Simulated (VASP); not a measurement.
# TiAl (P-6m2) in VASP: a series of runs

The runs below take TiAl through single point, with PBE.

Program: VASP 6.6.1. These are calculated values, not measurements. Logs are shortened: lines on timing, memory, paths and dates and some standing lists are left out, and cuts for length are marked.

### 1 The cell of the first run

It takes space group P-6m2 (No. 187, hexagonal). The conventional cell has a = 2.881 Å, b = 2.881 Å, c = 4.230 Å, α = 90.00°, β = 90.00°, γ = 120.00°. Within 3.5 Å of Ti (site symmetry -6m2) lie 6 Al at 2.69 Å and 6 Ti at 2.88 Å. Al (site symmetry -6m2) has 6 Ti at 2.69 Å and 6 Al at 2.88 Å within 3.5 Å.

### 2 Single point, PBE

INCAR

```
SYSTEM = TiAl
ALGO     = Normal         ! electronic algorithm
EDIFF    = 1E-7           ! SCF threshold, eV
ENCUT    = 520            ! plane-wave cutoff, eV
GGA      = PE             ! functional
ISIF     = 2              ! what is computed and relaxed
ISMEAR   = 0              ! smearing method
LASPH    = .True.         ! aspherical terms in the spheres
LCHARG   = .True.         ! write CHGCAR
LELF     = .True.         ! ELF
LREAL    = .False.        ! projectors in reciprocal space
LVHAR    = .True.       
LWAVE    = .False.        ! write WAVECAR
NBANDS   = 14             ! bands
NELM     = 60             ! most SCF steps
PREC     = Accurate       ! precision mode
SIGMA    = 0.15           ! smearing width, eV
```

KPOINTS

```
k-points
0
Gamma
  18 18 10
  0 0 0
```

POSCAR

```
TiAl
1.0
    2.8809683428      0.0000000000      0.0000000000
   -1.4404841714      2.4949917724      0.0000000000
    0.0000000000      0.0000000000      4.2301000000
Ti Al
1 1
Direct
    0.0000000000      0.0000000000      0.0000000000
    0.3333333333      0.6666666667      0.5000000000
```

Potentials or basis: VASP PAW PBE potentials, release 64 (Ti_sv, Al).

On the command line:

```bash
cat potpaw_PBE.64/Ti_sv/POTCAR potpaw_PBE.64/Al/POTCAR > POTCAR
mpirun -np 1 vasp_std > vasp.out
```

OUTCAR:

```text
SYSTEM = TiAl
   EDIFF = 1E-7
   ENCUT = 520
   GGA = PE
   ISIF = 2
   ISMEAR = 0
   LASPH = .True.
   LREAL = .False.
   NELM = 60
   PREC = Accurate

 ion  position               nearest neighbor table
   1  0.000  0.000  0.000-   2 2.69   2 2.69   2 2.69   2 2.69   2 2.69   2 2.69
   2  0.333  0.667  0.500-   1 2.69   1 2.69   1 2.69   1 2.69   1 2.69   1 2.69

  LATTYP: Found a hexagonal cell.
 ALAT       =     2.8809683428
 C/A-ratio  =     1.4682910385

  Lattice vectors:

 A1 = (   2.8809683428,   0.0000000000,   0.0000000000)
 A2 = (  -1.4404841714,   2.4949917724,   0.0000000000)
 A3 = (   0.0000000000,   0.0000000000,   4.2301000000)

Analysis of symmetry for initial positions (statically):
=====================================================================
 Subroutine PRICEL returns:
 Original cell was already a primitive cell.

 Routine SETGRP: Setting up the symmetry group for a
 hexagonal supercell.

 Subroutine GETGRP returns: Found 12 space group operations
 (whereof 12 operations were pure point group operations)
 out of a pool of 24 trial point group operations.

The static configuration has the point symmetry D_3h.

Analysis of symmetry for dynamics (positions and initial velocities):
=====================================================================
 Subroutine PRICEL returns:
 Original cell was already a primitive cell.

 Routine SETGRP: Setting up the symmetry group for a
 hexagonal supercell.

 Subroutine GETGRP returns: Found 12 space group operations
 (whereof 12 operations were pure point group operations)
 out of a pool of 24 trial point group operations.

The dynamic configuration has the point symmetry D_3h.

 Subroutine INISYM returns: Found 12 space group operations
 (whereof 12 operations are pure point group operations),
 and found     1 'primitive' translations

----------------------------------------------------------------------------------------

                                     Primitive cell

  volume of cell :      30.4059

  direct lattice vectors                    reciprocal lattice vectors
     2.880968343  0.000000000  0.000000000     0.347105515  0.200401462  0.000000000
    -1.440484171  2.494991772  0.000000000     0.000000000  0.400802925  0.000000000
     0.000000000  0.000000000  4.230100000     0.000000000  0.000000000  0.236401031

  length of vectors
     2.880968343  2.880968343  4.230100000     0.400802925  0.400802925  0.236401031

  position of ions in fractional coordinates (direct lattice)
     0.000000000  0.000000000  0.000000000
     0.333333333  0.666666667  0.500000000

[... 89 lines left out ...]
   EMIN   =  10.00;   EMAX   =-10.00  energy-range for DOS
   EFERMI =   0.00;   METHOD = LEGACY
   ISMEAR =     0;   SIGMA  =   0.15  broadening in eV -4-tet -1-fermi 0-gaus
   EFERMI_NEDOS =   21; number of points for ismear=-14 and -15
   IALGO  =     38    algorithm
   IMIX   =      4    mixing-type and parameters
     AMIX     =   0.40;   BMIX     =  1.00
     AMIX_MAG =   1.60;   BMIX_MAG =  1.00
  volume/ion in A,a.u.               =      15.20       102.59
  Fermi-wavevector in a.u.,A,eV,Ry     =   1.293558  2.444470 22.766517  1.673292
  Thomas-Fermi vector in A             =   2.425196
   LORBIT       =      0    0 simple, 1 ext, 2 COOP (PROOUT), +10 PAW based schemes
   GGA     = PE    functional components
   LHFCALC =     F    Hartree Fock is set to
   AEXX    =    0.0000 exact exchange contribution
   IVDW    =     0    specifies the selected vdW correction
   LEPSILON=     F    determine dielectric tensor
   LRPA    =     F    only Hartree local field effects (RPA)
 non-spin polarized calculation
 Gauss-broadening in eV      SIGMA  =   0.15
  energy-cutoff  :      520.00
  volume of cell :       30.41
 maximum number of plane-waves:       839
 NGX is ok and might be reduce to    24
   NGX = 11   NGY = 11   NGZ = 15

 number of electron      14.9999998 magnetization

 Free energy of the ion-electron system (eV)
  ---------------------------------------------------
  ext. energy  EPLUGINS =         0.00000000
  ---------------------------------------------------
  free energy    TOTEN  =       -11.88060740 eV

  energy without entropy =      -11.85090253  energy(sigma->0) =      -11.86575497

 E-fermi :   8.7507     XC(G=0): -11.3231

 val. band max:        8.7504126790   @ k =   0.2778   0.0000   0.1000
 cond. band min:       8.7513053021   @ k =   0.1111   0.0000   0.3000
 fundamental gap:      0.0008926231
 Fermi energy:         8.7506836164

 k-point     1 :       0.0000    0.0000    0.0000
  band No.  band energies     occupation
      1     -47.6043      2.00000
      2     -23.9643      2.00000
      3     -23.5267      2.00000
      4     -23.5267      2.00000
      5      -0.4028      2.00000
      6       6.7069      2.00000
      7       7.8799      2.00000
      8      10.0280      0.00000
      9      10.0280      0.00000
     10      11.4724      0.00000
     11      11.4724      0.00000
     12      14.4657      0.00000
     13      21.2552      0.00000
     14      21.2552      0.00000
[... 377 lines left out ...]
      1     -47.5129      2.00000
      2     -24.0550      2.00000
      3     -23.8698      2.00000
      4     -23.6940      2.00000
      5       4.2261      2.00000
      6       6.4532      2.00000
      7       7.3212      2.00000
      8       7.9023      2.00000
      9      10.2681      0.00000
     10      12.1481      0.00000
     11      13.3238      0.00000
     12      14.3078      0.00000
     13      14.5586      0.00000
     14      16.0726      0.00000

 [... further k-points ...]

------------------------ aborting loop because EDIFF is reached ----------------------------------------

  FORCE on cell =-STRESS in cart. coord.  units (eV):
  Direction    XX          YY          ZZ          XY          YZ          ZX
  --------------------------------------------------------------------------------------
  -------------------------------------------------------------------------------------
  Total        1.6956967      1.6956967      4.7304687      0.0000000      0.0000000      0.0000000
  in kB       89.3512261     89.3512261    249.2622519      0.0000000      0.0000000      0.0000000
  external PRESSURE =     142.6549013 kB  Pullay stress =       0.0000000 kB

 VOLUME and BASIS-vectors are now :
 -----------------------------------------------------------------------------
  energy-cutoff  :      520.00
  volume of cell :       30.41
      direct lattice vectors                 reciprocal lattice vectors
     2.880968343  0.000000000  0.000000000     0.347105515  0.200401462  0.000000000
    -1.440484171  2.494991772  0.000000000     0.000000000  0.400802925  0.000000000
     0.000000000  0.000000000  4.230100000     0.000000000  0.000000000  0.236401031

 POSITION                                       TOTAL-FORCE (eV/Angst)
 -----------------------------------------------------------------------------------
      0.00000      0.00000      0.00000         0.000000      0.000000      0.000000
     -0.00000      1.66333      2.11505        -0.000000      0.000000      0.000000
 -----------------------------------------------------------------------------------
    total drift:                                0.000000     -0.000000      0.000000

  FREE ENERGIE OF THE ION-ELECTRON SYSTEM (eV)
  ---------------------------------------------------
  free  energy   TOTEN  =       -11.8806073986 eV

  energy  without entropy=      -11.8509025337  energy(sigma->0) =      -11.86575497
```

stdout:

```text
POSCAR found type information on POSCAR TiAl
 POSCAR found :  2 types and       2 ions
 scaLAPACK will be used
 LDA part: xc-table for (Slater+PW92), standard interpolation
 POSCAR, INCAR and KPOINTS ok, starting setup
 FFT: planning ... GRIDC
 FFT: planning ... GRID_SOFT
 FFT: planning ... GRID
 WAVECAR not read
 entering main loop
```

It took 50 s on 1 thread of AMD EPYC 9R45 (Zen 5), shared host; peak memory 0.19 GiB.

What came out:

```yaml
Free_energy: -11.8806 eV
Pressure: 14.3 GPa
Band_gap_on_the_k_mesh: zero (an odd number of electrons rules out a gap without spin polarisation)
```

Caveat: the cell stands under pressure.

### 3 Single point, PBE

This run uses another cell than the first one, of 15.25 Å³/atom.

INCAR

```
SYSTEM = TiAl
PREC = Accurate
ENCUT = 520
EDIFF = 1E-6
ISMEAR = 0
SIGMA = 0.15
LREAL = .False.
LASPH = .True.
NELM = 60
ALGO = Fast
ISIF = 2
LWAVE = .False.
LCHARG = .False.
GGA = PE
NBANDS = 14
```

KPOINTS

```
regular mesh
0
Gamma
  18 18 10
  0 0 0
```

POSCAR

```
TiAl
1.0
    2.8089000000      0.0000000000      0.0000000000
   -1.4044500000      2.4325787567      0.0000000000
    0.0000000000      0.0000000000      4.4625000000
Ti Al
1 1
Direct
    0.0000000000      0.0000000000      0.0000000000
    0.3333333333      0.6666666667      0.5000000000
```

Potentials or basis: VASP PAW PBE potentials, release 64 (Ti_sv, Al).

On the command line:

```bash
cat potpaw_PBE.64/Ti_sv/POTCAR potpaw_PBE.64/Al/POTCAR > POTCAR
mpirun -np 1 vasp_std > vasp.out
```

Run time: 2.1 min. Hardware: 1 thread of AMD EPYC 9R45 (Zen 5), shared host; peak memory 0.2 GiB.

The run converged. Its results:

```
Free energy            : -11.9935 eV
Pressure               : 11.8 GPa
Band gap on the k mesh : zero (an odd number of electrons rules out a gap without spin polarisation)
```

Stress tensor (GPa, compression positive):
```
10.20  0.00  0.00
 0.00 10.20  0.00
 0.00  0.00 14.97
```

Levels at points of the mesh, in eV from the Fermi level:
```tsv
k point	band 5	band 6	band 7	band 8	band 9	band 10
(0.00, 0.00, 0.00)	-9.30	-2.30	-1.63	1.37	1.37	2.99
(0.50, 0.00, 0.00)	-3.96	-2.89	-1.70	-1.08	2.23	4.30
(0.00, 0.00, 0.50)	-8.24	-5.41	-0.35	1.38	1.38	2.88
(0.50, 0.00, 0.50)	-3.93	-2.44	-1.97	0.65	1.06	1.98
```

Caveat: the cell stands under pressure.

### 4 Single point, PBE

This run uses another cell than the first one, of 15.17 Å³/atom.

INCAR

```
SYSTEM = TiAl
PREC = Accurate
ENCUT = 520
EDIFF = 1E-6
ISMEAR = 0
SIGMA = 0.15
LREAL = .FALSE.
LASPH = .TRUE.
NELM = 100
ALGO = Normal
ISIF = 2
LWAVE = .FALSE.
LCHARG = .FALSE.
GGA = PE
NBANDS = 14
```

KPOINTS

```
Automatic mesh
0
G
  18 18 10
  0 0 0
```

POSCAR

```
TiAl
1.0
    2.7729000000      0.0000000000      0.0000000000
   -1.3864500000      2.4014018422      0.0000000000
    0.0000000000      0.0000000000      4.5554000000
Ti Al
1 1
Direct
    0.0000000000      0.0000000000      0.0000000000
    0.3333333333      0.6666666667      0.5000000000
```

Potentials or basis: VASP PAW PBE potentials, release 64 (Ti_sv, Al).

On the command line:

```bash
cat potpaw_PBE.64/Ti_sv/POTCAR potpaw_PBE.64/Al/POTCAR > POTCAR
mpirun -np 1 vasp_std > vasp.out
```

OUTCAR:

```text
SYSTEM = TiAl
   PREC = Accurate
   ENCUT = 520
   EDIFF = 1E-6
   ISMEAR = 0
   LREAL = .FALSE.
   LASPH = .TRUE.
   NELM = 100
   ISIF = 2
   GGA = PE

 ion  position               nearest neighbor table
   1  0.000  0.000  0.000-   2 2.78   2 2.78   2 2.78   2 2.78   2 2.78   2 2.78
   2  0.333  0.667  0.500-   1 2.78   1 2.78   1 2.78   1 2.78   1 2.78   1 2.78

  LATTYP: Found a hexagonal cell.
 ALAT       =     2.7729000000
 C/A-ratio  =     1.6428288074

  Lattice vectors:

[... 597 lines left out ...]

  FORCE on cell =-STRESS in cart. coord.  units (eV):
  Direction    XX          YY          ZZ          XY          YZ          ZX
  --------------------------------------------------------------------------------------
  -------------------------------------------------------------------------------------
  Total        2.3340060      2.3340060      2.1479847      0.0000000      0.0000000      0.0000000
  in kB      123.2783990    123.2783990    113.4530579      0.0000000      0.0000000      0.0000000
  external PRESSURE =     120.0032853 kB  Pullay stress =       0.0000000 kB

 VOLUME and BASIS-vectors are now :
 -----------------------------------------------------------------------------
  energy-cutoff  :      520.00
  volume of cell :       30.33
      direct lattice vectors                 reciprocal lattice vectors
     2.772900000  0.000000000  0.000000000     0.360633272  0.208211717  0.000000000
    -1.386450000  2.401401842  0.000000000     0.000000000  0.416423433  0.000000000
     0.000000000  0.000000000  4.555400000     0.000000000  0.000000000  0.219519691

 POSITION                                       TOTAL-FORCE (eV/Angst)
 -----------------------------------------------------------------------------------
      0.00000      0.00000      0.00000        -0.000000      0.000000      0.000000
     -0.00000      1.60093      2.27770         0.000000     -0.000000      0.000000
 -----------------------------------------------------------------------------------
    total drift:                                0.000000     -0.000000      0.000000

  FREE ENERGIE OF THE ION-ELECTRON SYSTEM (eV)
  ---------------------------------------------------
  free  energy   TOTEN  =       -11.9900813822 eV

  energy  without entropy=      -11.9647390389  energy(sigma->0) =      -11.97741021
```

OSZICAR:

```text
N       E                     dE             d eps       ncg     rms          rms(c)
DAV:   1     0.102177667185E+03    0.10218E+03   -0.71614E+03  6222   0.110E+03
DAV:   2    -0.745484297830E+01   -0.10963E+03   -0.10538E+03  6426   0.303E+02
DAV:   3    -0.131649656562E+02   -0.57101E+01   -0.55933E+01  9338   0.662E+01
DAV:   4    -0.133170817765E+02   -0.15212E+00   -0.15182E+00  7056   0.981E+00
DAV:   5    -0.133227372938E+02   -0.56555E-02   -0.56550E-02  9296   0.175E+00    0.993E+00
DAV:   6    -0.122265516853E+02    0.10962E+01   -0.51092E+00  7096   0.289E+01    0.371E+00
DAV:   7    -0.120057103985E+02    0.22084E+00   -0.59716E-01  6846   0.905E+00    0.232E+00
DAV:   8    -0.119919525787E+02    0.13758E-01   -0.14874E-01  7278   0.446E+00    0.761E-01
DAV:   9    -0.119913785955E+02    0.57398E-03   -0.36424E-02  6916   0.276E+00    0.380E-01
DAV:  10    -0.119900461810E+02    0.13324E-02   -0.55354E-03  7002   0.970E-01    0.617E-02
DAV:  11    -0.119900928909E+02   -0.46710E-04   -0.51939E-04  8274   0.213E-01    0.506E-02
DAV:  12    -0.119900872423E+02    0.56486E-05   -0.21265E-05  7138   0.431E-02    0.311E-02
DAV:  13    -0.119900815234E+02    0.57189E-05   -0.10816E-05  7152   0.402E-02    0.694E-03
DAV:  14    -0.119900813822E+02    0.14118E-06   -0.52010E-07  4048   0.852E-03
   1 F= -.11990081E+02 E0= -.11977410E+02  d E =-.253423E-01
```

It took 54 s on 1 thread of AMD EPYC 9R45 (Zen 5), shared host; peak memory 0.2 GiB.

Results:

| Property | Result |
| --- | --- |
| Free energy | -11.9901 eV |
| Pressure | 12.0 GPa |
| Band gap on the k mesh | zero (an odd number of electrons rules out a gap without spin polarisation) |

Caveat: the cell stands under pressure.

### 5 Summary

```tsv
cell	gap on the mesh (eV)	pressure (GPa)
a = 2.881, b = 2.881, c = 4.230 Å, angles 90.0, 90.0, 120.0°, 2 atoms	none	14.3
a = 2.809, b = 2.809, c = 4.463 Å, angles 90.0, 90.0, 120.0°, 2 atoms	none	11.8
a = 2.773, b = 2.773, c = 4.555 Å, angles 90.0, 90.0, 120.0°, 2 atoms	none	12.0
```

Alike in all rows: task single point; level PBE; potentials or basis VASP PAW PBE potentials, release 64 (Ti_sv, Al); no spin polarisation; k mesh 18 × 18 × 10; cutoff (eV) 520; smearing gaussian 0.15 eV.

Caveats: the cell stands under pressure.

Total energies depend on the potentials used, so only differences within one code and one set of settings carry meaning.
